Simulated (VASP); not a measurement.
# BN (Cmcm) in VASP: notebook

Runs on BN. Level: LDA. Tasks: single point, relaxation of the atoms.

Program: VASP 6.6.1. These are calculated values, not measurements. Logs are shortened: lines on timing, memory, paths and dates and some standing lists are left out, and cuts for length are marked.

## 1. The cell of the first run

Symmetry: Cmcm, No. 63, orthorhombic system. Conventional cell: a = 2.671 Å, b = 4.310 Å, c = 6.971 Å, α = 90.00°, β = 90.00°, γ = 90.00°. Within 1.9 Å of B (site symmetry m2m) lie 3 N at 1.45 to 1.51 Å. N (site symmetry m2m) has 3 B at 1.45 to 1.51 Å within 1.9 Å.

## 2. Single point, LDA (normal strain along x +0.0733, normal strain along z +0.0733)

Contents of INCAR:

```
PREC = Accurate
ENCUT = 520
EDIFF = 1E-7
ISMEAR = 0
SIGMA = 0.05
LREAL = F
LASPH = T
NELM = 100
ALGO = Normal
ISIF = 2
LWAVE = F
LCHARG = F
GGA = CA
NBANDS = 16
```

Contents of KPOINTS:

```
Automatic mesh
0
Gamma
  12 12 4
```

Contents of POSCAR:

```
BN
1.0
    2.6707478959      0.0000000000      0.0000000000
   -1.3353739480      2.1549757989      0.0000000000
    0.0000000000      0.0000000000      6.9713748937
B N
2 2
Direct
    0.3469240147      0.6938480294      0.2500000000
    0.6530759853      0.3061519706      0.7500000000
    0.3162528677      0.6325057354      0.7500000000
    0.6837471323      0.3674942646      0.2500000000
```

Potentials or basis: VASP PAW LDA potentials, release 64 (B, N).

Command:

```console
$ cat potpaw_LDA.64/B/POTCAR potpaw_LDA.64/N/POTCAR > POTCAR
$ mpirun -np 1 vasp_std > vasp.out
```

OUTCAR:

```text
PREC = Accurate
   ENCUT = 520
   EDIFF = 1E-7
   ISMEAR = 0
   LREAL = F
   LASPH = T
   NELM = 100
   ISIF = 2
   GGA = CA

 ion  position               nearest neighbor table
   1  0.347  0.694  0.250-   4 1.45   4 1.51   4 1.51
   2  0.653  0.306  0.750-   3 1.45   3 1.51   3 1.51
   3  0.316  0.633  0.750-   2 1.45   2 1.51   2 1.51
   4  0.684  0.367  0.250-   1 1.45   1 1.51   1 1.51

  Warning from LATTYP: Monoclinic adjustment (A1->A3, A2->A1, A3->A2)!
  LATTYP: Found a base centered orthorhombic cell.
 ALAT       =     2.6707478959
 B/A-ratio  =     1.6137620494
 C/A-ratio  =     2.6102706678

  Lattice vectors:

 A1 = (   1.3353739480,  -2.1549757989,   0.0000000000)
 A2 = (   1.3353739479,   2.1549757989,   0.0000000000)
 A3 = (   0.0000000000,   0.0000000000,   6.9713748937)

Analysis of symmetry for initial positions (statically):
=====================================================================
 Subroutine PRICEL returns:
 Original cell was already a primitive cell.

 Routine SETGRP: Setting up the symmetry group for a
 base centered orthorhombic supercell.

 Subroutine GETGRP returns: Found  8 space group operations
 (whereof  4 operations were pure point group operations)
 out of a pool of  8 trial point group operations.

The static configuration has the point symmetry C_2h.
 The point group associated with its full space group is D_2h.

Analysis of symmetry for dynamics (positions and initial velocities):
=====================================================================
 Subroutine PRICEL returns:
 Original cell was already a primitive cell.

 Routine SETGRP: Setting up the symmetry group for a
 base centered orthorhombic supercell.

 Subroutine GETGRP returns: Found  8 space group operations
 (whereof  4 operations were pure point group operations)
 out of a pool of  8 trial point group operations.

The dynamic configuration has the point symmetry C_2h.
 The point group associated with its full space group is D_2h.

 Subroutine INISYM returns: Found  8 space group operations
 (whereof  4 operations are pure point group operations),
 and found     1 'primitive' translations

----------------------------------------------------------------------------------------

                                     Primitive cell

  volume of cell :      40.1230

  direct lattice vectors                    reciprocal lattice vectors
     2.670747896  0.000000000  0.000000000     0.374426954  0.232021167  0.000000000
    -1.335373948  2.154975799  0.000000000     0.000000000  0.464042334  0.000000000
     0.000000000  0.000000000  6.971374894     0.000000000  0.000000000  0.143443727

  length of vectors
     2.670747896  2.535181310  6.971374894     0.440487646  0.464042334  0.143443727

  position of ions in fractional coordinates (direct lattice)
     0.346924015  0.693848029  0.250000000
     0.653075985  0.306151971  0.750000000
     0.316252868  0.632505735  0.750000000
     0.683747132  0.367494265  0.250000000

  ion indices of the primitive-cell ions
   primitive index   ion index
                 1           1
                 2           2
                 3           3
                 4           4

----------------------------------------------------------------------------------------

 KPOINTS: Automatic mesh

Automatic generation of k-mesh.
 Grid dimensions read from file:
 generate k-points for:   12   12    4

 Generating k-lattice:

  Cartesian coordinates                     Fractional coordinates (reciprocal lattice)
     0.031202246  0.019335097  0.000000000     0.083333333 -0.000000000  0.000000000
     0.000000000  0.038670195  0.000000000     0.000000000  0.083333333  0.000000000
     0.000000000  0.000000000  0.035860932     0.000000000  0.000000000  0.250000000

  Length of vectors
     0.036707304  0.038670195  0.035860932

  Shift w.r.t. Gamma in fractional coordinates (k-lattice)
     0.000000000  0.000000000  0.000000000

 Subroutine IBZKPT returns following result:
 ===========================================

 Found    129 irreducible k-points:

 Following reciprocal coordinates:
            Coordinates               Weight
  0.000000  0.000000  0.000000      1.000000
  0.083333  0.000000  0.000000      4.000000
  0.166667 -0.000000  0.000000      4.000000
  0.250000  0.000000  0.000000      4.000000
  0.333333  0.000000  0.000000      4.000000
  0.416667 -0.000000  0.000000      4.000000
[... 16 lines left out ...]
  0.333333  0.166667  0.000000      4.000000
  0.416667  0.166667  0.000000      4.000000
 [... further k-points ...]
   k-points           NKPTS =    129   k-points in BZ     NKDIM =    129   number of bands    NBANDS=     16
   number of dos      NEDOS =    301   number of ions     NIONS =      4
   total plane-waves  NPLWV =  21600
   dimension x,y,z NGX =    20 NGY =   20 NGZ =   54
   dimension x,y,z NGXF=    40 NGYF=   40 NGZF=  108
   ions per type =               2   2
   NGX,Y,Z   is equivalent  to a cutoff of  12.45, 13.12, 12.88 a.u.
   NGXF,Y,Z  is equivalent  to a cutoff of  24.90, 26.23, 25.75 a.u.
 SYSTEM =  unknown system
   PREC   = accura    normal or accurate (medium, high low for compatibility)
   ISTART =      0    job   : 0-new  1-cont  2-samecut
   ICHARG =      2    charge: 1-file 2-atom 10-const
   ISPIN  =      1    spin polarized calculation?
   LNONCOLLINEAR =      F non collinear calculations
   LSORBIT =      F    spin-orbit coupling
   LASPH  =      T    aspherical Exc in radial PAW
   ENCUT  =  520.0 eV  38.22 Ry    6.18 a.u.   4.97  4.71 12.96*2*pi/ulx,y,z
   NELM   =    100;   NELMIN=  2; NELMDL= -5     # of ELM steps
   EDIFF  = 0.1E-06   stopping-criterion for ELM
   LREAL  =      F    real-space projection
   EDIFFG = 0.1E-05   stopping-criterion for IOM
   NSW    =      0    number of steps for IOM
   IBRION =     -1    ionic relax: 0-MD 1-quasi-New 2-CG
   NFREE  =      0    steps in history (QN), initial steepest desc. (CG)
   ISIF   =      2    stress and relaxation
   ISYM   =      2    0-nonsym 1-usesym 2-fastsym
   POTIM  = 0.5000    time-step for ionic-motion
   TEBEG  =    0.0;   TEEND  =   0.0 temperature during run
   PSTRESS=    0.0 pullay stress
   NELECT =      16.0000    total number of electrons
   NUPDOWN=      -1.0000    fix difference up-down
   EMIN   =  10.00;   EMAX   =-10.00  energy-range for DOS
   EFERMI =   0.00;   METHOD = LEGACY
   ISMEAR =     0;   SIGMA  =   0.05  broadening in eV -4-tet -1-fermi 0-gaus
   EFERMI_NEDOS =   21; number of points for ismear=-14 and -15
   IALGO  =     38    algorithm
   IMIX   =      4    mixing-type and parameters
     AMIX     =   0.40;   BMIX     =  1.00
     AMIX_MAG =   1.60;   BMIX_MAG =  1.00
  volume/ion in A,a.u.               =      10.03        67.69
  Fermi-wavevector in a.u.,A,eV,Ry     =   1.204990  2.277102 19.755684  1.452002
  Thomas-Fermi vector in A             =   2.340700
   LORBIT       =      0    0 simple, 1 ext, 2 COOP (PROOUT), +10 PAW based schemes
   GGA     = CA    functional components
   LHFCALC =     F    Hartree Fock is set to
   AEXX    =    0.0000 exact exchange contribution
   IVDW    =     0    specifies the selected vdW correction
   LEPSILON=     F    determine dielectric tensor
   LRPA    =     F    only Hartree local field effects (RPA)
 non-spin polarized calculation
 Gauss-broadening in eV      SIGMA  =   0.05
  energy-cutoff  :      520.00
  volume of cell :       40.12
 maximum number of plane-waves:      1097
   NGX =  9   NGY =  9   NGZ = 25

 number of electron      15.9999998 magnetization

 Free energy of the ion-electron system (eV)
  ---------------------------------------------------
  ext. energy  EPLUGINS =         0.00000000
  ---------------------------------------------------
  free energy    TOTEN  =       -38.11173257 eV

  energy without entropy =      -38.11173257  energy(sigma->0) =      -38.11173257

 E-fermi :   1.7101     XC(G=0): -10.0432

 val. band max:        1.5049824795   @ k =   0.2500   0.3333   0.0000
 cond. band min:       5.3508130441   @ k =   0.5000   0.0000   0.0000
 fundamental gap:      3.8458305646
 Fermi energy:         1.7101283781

 k-point     1 :       0.0000    0.0000    0.0000
  band No.  band energies     occupation
      1     -15.6431      2.00000
      2     -15.4202      2.00000
      3      -4.3112      2.00000
      4      -2.5064      2.00000
      5      -0.2575      2.00000
      6      -0.2264      2.00000
[... 8 lines left out ...]
     15      13.1744      0.00000
     16      13.6911      0.00000

 k-point     2 :       0.0833    0.0000    0.0000
  band No.  band energies     occupation
      1     -15.5210      2.00000
      2     -15.3017      2.00000
      3      -4.1425      2.00000
      4      -2.3549      2.00000
      5      -0.7320      2.00000
      6      -0.7080      2.00000
[... 8 lines left out ...]
     15      12.7319      0.00000
     16      13.9249      0.00000

 k-point     3 :       0.1667   -0.0000    0.0000
  band No.  band energies     occupation
      1     -15.1618      2.00000
      2     -14.9534      2.00000
      3      -3.6429      2.00000
      4      -2.0573      2.00000
      5      -2.0289      2.00000
      6      -1.9098      2.00000
[... 8 lines left out ...]
     15      13.9359      0.00000
     16      14.9628      0.00000

 k-point     4 :       0.2500    0.0000    0.0000
  band No.  band energies     occupation
      1     -14.5916      2.00000
      2     -14.4027      2.00000
      3      -3.7438      2.00000
      4      -3.7000      2.00000
      5      -2.8360      2.00000
      6      -1.2300      2.00000
[... 8 lines left out ...]
     15      15.2098      0.00000
     16      15.5941      0.00000
[... 324 lines left out ...]
 k-point    22 :       0.2500    0.1667    0.0000
  band No.  band energies     occupation
      1     -13.4505      2.00000
      2     -13.3080      2.00000
      3      -5.4780      2.00000
      4      -5.4344      2.00000
      5      -2.9492      2.00000
      6      -2.9015      2.00000
[... 8 lines left out ...]
     15      14.4373      0.00000
     16      15.2146      0.00000

 k-point    23 :       0.3333    0.1667    0.0000
  band No.  band energies     occupation
      1     -12.8134      2.00000
      2     -12.7243      2.00000
      3      -6.5434      2.00000
      4      -6.4895      2.00000
      5      -3.4064      2.00000
      6      -3.3530      2.00000
[... 8 lines left out ...]
     15      14.5054      0.00000
     16      16.5340      0.00000

 k-point    24 :       0.4167    0.1667    0.0000
  band No.  band energies     occupation
      1     -12.5797      2.00000
      2     -12.5347      2.00000
      3      -6.8718      2.00000
      4      -6.8158      2.00000
      5      -3.6163      2.00000
      6      -3.5600      2.00000
[... 8 lines left out ...]
     15      15.0963      0.00000
     16      18.0955      0.00000

 [... further k-points ...]

------------------------ aborting loop because EDIFF is reached ----------------------------------------

  FORCE on cell =-STRESS in cart. coord.  units (eV):
  Direction    XX          YY          ZZ          XY          YZ          ZX
  --------------------------------------------------------------------------------------
  -------------------------------------------------------------------------------------
  Total      -12.7377394     -2.7255128     -0.3627713      0.0000000      0.0000000      0.0000000
  in kB     -508.6384802   -108.8341208    -14.4860443      0.0000000      0.0000000      0.0000000
  external PRESSURE =    -210.6528818 kB  Pullay stress =       0.0000000 kB

 VOLUME and BASIS-vectors are now :
 -----------------------------------------------------------------------------
  energy-cutoff  :      520.00
  volume of cell :       40.12
      direct lattice vectors                 reciprocal lattice vectors
     2.670747896  0.000000000  0.000000000     0.374426954  0.232021167  0.000000000
    -1.335373948  2.154975799  0.000000000     0.000000000  0.464042334  0.000000000
     0.000000000  0.000000000  6.971374894     0.000000000  0.000000000  0.143443727

 POSITION                                       TOTAL-FORCE (eV/Angst)
 -----------------------------------------------------------------------------------
     -0.00000      1.49523      1.74284         0.000000     -0.010759      0.000000
      1.33537      0.65975      5.22853        -0.000000      0.010759     -0.000000
     -0.00000      1.36303      5.22853         0.000000     -0.010796      0.000000
      1.33537      0.79194      1.74284        -0.000000      0.010796      0.000000
 -----------------------------------------------------------------------------------
    total drift:                                0.000000      0.000000      0.000000

  FREE ENERGIE OF THE ION-ELECTRON SYSTEM (eV)
  ---------------------------------------------------
  free  energy   TOTEN  =       -38.1117325685 eV

  energy  without entropy=      -38.1117325685  energy(sigma->0) =      -38.11173257
```

It took 31 s on 1 thread of Intel Xeon 6975P-C (Granite Rapids), shared host; peak memory 0.18 GiB.

What came out:

```
Free energy            : -38.1117 eV
Pressure               : -21.1 GPa
Largest force          : 0.011 eV/Å
Band gap on the k mesh : 3.85 eV (least direct gap 4.16 eV)
```

Forces on the atoms (eV/Å):
```
B    0.000 -0.011  0.000
B    0.000  0.011  0.000
N    0.000 -0.011  0.000
N    0.000  0.011  0.000
```

Stress tensor (GPa, compression positive):
```
-50.86   0.00   0.00
  0.00 -10.88   0.00
  0.00   0.00  -1.45
```

Caveat: the cell differs from its parent crystal (normal strain along x +0.0733, normal strain along z +0.0733); the cell stands under tension.

## 3. Single point, LDA (normal strain along x +0.0733, normal strain along z +0.1100)

Contents of INCAR:

```
SYSTEM = BN
ALGO = Normal
EDIFF = 1E-6
ENCUT = 520
ISIF = 2
ISMEAR = 0
LASPH = .TRUE.
LCHARG = .FALSE.
LREAL = .FALSE.
LWAVE = .FALSE.
NBANDS = 16
NELM = 80
PREC = Accurate
SIGMA = 0.05
```

Contents of KPOINTS:

```
k-points
0
G
  12 12 4
  0 0 0
```

Contents of POSCAR:

```
BN
1.0
    2.6707478959      0.0000000000      0.0000000000
   -1.3353739480      2.1549757989      0.0000000000
    0.0000000000      0.0000000000      7.2097513575
B N
2 2
Direct
    0.3466979695      0.6933959390      0.2500000000
    0.6533020305      0.3066040610      0.7500000000
    0.3164862735      0.6329725471      0.7500000000
    0.6835137265      0.3670274529      0.2500000000
```

Potentials or basis: VASP PAW LDA potentials, release 64 (B, N).

Command:

```console
$ cat potpaw_LDA.64/B/POTCAR potpaw_LDA.64/N/POTCAR > POTCAR
$ mpirun -np 1 vasp_std > vasp.out
```

Wall time 31 s (1 thread of Intel Xeon 6975P-C (Granite Rapids), shared host); peak memory 0.18 GiB.

Results (log left out):

```yaml
Free_energy: -38.0998 eV
Pressure: -20.5 GPa
Largest_force: 0.011 eV/Å
Band_gap_on_the_k_mesh: 3.92 eV (least direct gap 4.25 eV)
```

Forces on the atoms (eV/Å):
```
B    0.000 -0.011  0.000
B    0.000  0.011  0.000
N    0.000 -0.011  0.000
N    0.000  0.011  0.000
```

Stress tensor (GPa, compression positive):
```
-49.28   0.00   0.00
  0.00 -10.57   0.00
  0.00   0.00  -1.58
```

Levels at points of the mesh, in eV from the valence-band top:
| k point | band 4 | band 5 | band 6 | band 7 | band 8 | band 9 | band 10 | band 11 | band 12 | band 13 |
| --- | --- | --- | --- | --- | --- | --- | --- | --- | --- | --- |
| (0.00, 0.00, 0.00) | -4.13 | -1.73 | -1.71 | -1.25 | -1.23 | 4.40 | 8.77 | 9.55 | 10.20 | 10.29 |
| (0.50, 0.00, 0.00) | -8.63 | -3.69 | -3.66 | -1.42 | -0.75 | 3.92 | 4.85 | 9.04 | 9.72 | 11.39 |
| (0.00, 0.50, 0.00) | -8.34 | -4.76 | -4.72 | -0.91 | -0.21 | 4.14 | 5.17 | 7.47 | 7.62 | 11.95 |
| (0.00, 0.00, 0.50) | -4.98 | -1.72 | -1.72 | -1.24 | -1.24 | 6.28 | 6.28 | 10.25 | 10.25 | 10.35 |
| (0.50, 0.00, 0.50) | -8.65 | -3.67 | -3.67 | -1.07 | -1.07 | 4.25 | 4.25 | 9.56 | 9.56 | 12.17 |
| (0.00, 0.50, 0.50) | -8.37 | -4.74 | -4.74 | -0.56 | -0.56 | 4.55 | 4.55 | 7.60 | 7.60 | 12.48 |

Caveat: the cell differs from its parent crystal (normal strain along x +0.0733, normal strain along z +0.1100); the cell stands under tension. A k mesh can miss the band edges.

## 4. Relaxation of the atoms, LDA (normal strain along x +0.0367, normal strain along z +0.1100)

Contents of INCAR:

```
PREC     = Accurate       # precision mode
ENCUT    = 520            # plane-wave cutoff, eV
EDIFF    = 1E-7           # SCF threshold, eV
ISMEAR   = 0              # smearing method
SIGMA    = 0.05           # smearing width, eV
LREAL    = F              # projectors in reciprocal space
LASPH    = T              # aspherical terms in the spheres
NELM     = 80             # most SCF steps
ALGO     = Normal         # electronic algorithm
ISIF     = 2              # what is computed and relaxed
LWAVE    = F              # write WAVECAR
LCHARG   = F              # write CHGCAR
IBRION   = 2              # ionic algorithm
NSW      = 50             # ionic steps
EDIFFG   = -0.01          # ionic threshold
```

Contents of KPOINTS:

```
Automatic mesh
0
Gamma
  12 12 4
```

Contents of POSCAR:

```
BN
1.0
    2.5796742231      0.0000000000      0.0000000000
   -1.2898371116      2.1549757989      0.0000000000
    0.0000000000      0.0000000000      7.2097513575
B N
2 2
Direct
    0.3333333333      0.6666666667      0.2500000000
    0.6666666667      0.3333333333      0.7500000000
    0.3333333333      0.6666666667      0.7500000000
    0.6666666667      0.3333333333      0.2500000000
```

Command:

```console
$ cat potpaw_LDA.64/B/POTCAR potpaw_LDA.64/N/POTCAR > POTCAR
$ mpirun -np 1 vasp_std > vasp.out
```

It took 97 s on 1 thread of Intel Xeon Platinum 8259CL at 2.50GHz (Skylake/Cascade Lake), shared host; peak memory 0.17 GiB.

The run converged. Its results:

```yaml
Free_energy: -38.4389 eV
Energy_gained_by_relaxing: 0.9 meV/atom
Ionic_steps: 3
Pressure_after_relaxing: -11.4 GPa
Band_gap_on_the_k_mesh: 4.05 eV (least direct gap 4.44 eV)
```

Stress tensor (GPa, compression positive):
```
-26.97   0.00   0.00
  0.00  -5.66   0.00
  0.00   0.00  -1.56
```

The path:
| step | energy change (eV) | largest force (eV/Å) | pressure (GPa) |
| --- | --- | --- | --- |
| 1 | 0.0000 | 0.3832 | -11.23 |
| 2 | 0.0237 | 0.9971 | -11.55 |
| 3 | -0.0037 | 0.0013 | -11.40 |

Final structure:
```cif
data_structure
_symmetry_space_group_name_H-M 'P 1'
_symmetry_Int_Tables_number 1
_cell_length_a 2.5797
_cell_length_b 2.5115
_cell_length_c 7.2098
_cell_angle_alpha 90.000
_cell_angle_beta 90.000
_cell_angle_gamma 120.902
_cell_volume 40.08
loop_
_atom_site_label
_atom_site_type_symbol
_atom_site_fract_x
_atom_site_fract_y
_atom_site_fract_z
_atom_site_occupancy
B1 B 0.33221 0.66441 0.25000 1
B2 B 0.66779 0.33559 0.75000 1
N1 N 0.33220 0.66440 0.75000 1
N2 N 0.66780 0.33560 0.25000 1
```

Levels at points of the mesh, in eV from the valence-band top:
```tsv
k point	band 4	band 5	band 6	band 7	band 8	band 9	band 10	band 11	band 12
(0.00, 0.00, 0.00)	-4.35	-1.56	-1.54	-1.22	-1.20	4.47	8.94	10.70	11.02
(0.50, 0.00, 0.00)	-8.74	-3.90	-3.87	-1.34	-0.65	4.05	5.10	9.34	9.97
(0.00, 0.50, 0.00)	-8.59	-4.49	-4.46	-1.05	-0.41	4.32	5.21	8.56	8.85
(0.00, 0.00, 0.50)	-5.17	-1.55	-1.55	-1.21	-1.21	6.42	6.42	11.18	11.18
(0.50, 0.00, 0.50)	-8.76	-3.88	-3.88	-0.99	-0.99	4.44	4.44	9.81	9.81
(0.00, 0.50, 0.50)	-8.60	-4.48	-4.48	-0.72	-0.72	4.65	4.65	8.79	8.79
```

Caveat: the cell differs from its parent crystal (normal strain along x +0.0367, normal strain along z +0.1100).

## 5. The runs side by side

```csv
task,cell,gap on the mesh (eV),pressure (GPa),largest force (eV/Å)
single point,"a = 2.671, b = 2.535, c = 6.971 Å, angles 90.0, 90.0, 121.8°, 4 atoms, atomic positions A",3.85,-21.1,0.01
single point,"a = 2.671, b = 2.535, c = 7.210 Å, angles 90.0, 90.0, 121.8°, 4 atoms, atomic positions A",3.92,-20.5,0.01
relaxation of the atoms,"atoms relaxed from a = 2.580, b = 2.511, c = 7.210 Å, angles 90.0, 90.0, 120.9°, 4 atoms, atomic positions B",4.05,-11.4,-
```

Alike in all rows: level LDA; potentials or basis VASP PAW LDA potentials, release 64 (B, N); no spin polarisation; k mesh 12 × 12 × 4; cutoff (eV) 520; smearing gaussian 0.05 eV.

Caveats: the cell stands under tension (at least some runs).

Absolute energies hang on the potentials; compare differences alone.
